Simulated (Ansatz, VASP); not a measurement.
**S in VASP and in Ansatz**

```
S
1.0
     2.45165    0.00000    0.00000
     0.00000    2.45165    0.00000
     0.00000    0.00000    2.45165
S
1
Direct
  0.00000 0.00000 0.00000
```

Change from the starting cell: volume scaled by 0.9, PAW files.

Alike in both runs: task single point; functional PBEsol; k mesh 16 × 16 × 16; occupations fermi-dirac, width 0.05 eV; no spin polarisation.

|  | VASP | Ansatz |
| --- | --- | --- |
| version | VASP 6.6.1 | Ansatz 0.2.0 |
| potentials or method | VASP PAW PBE potentials, release 64 (S) | PAW with Ansatz's default frozen-core files, scalar-relativistic |
| plane-wave cutoff (eV) | 520 | 420 |
| valence electrons in the cell | 6 | 6 |

|  | VASP | Ansatz | Ansatz less VASP |
| --- | --- | --- | --- |
| pressure (GPa) | 12.7 | 12.6 | -0.15 |

VASP's potentials were made for PBE, not for PBEsol.
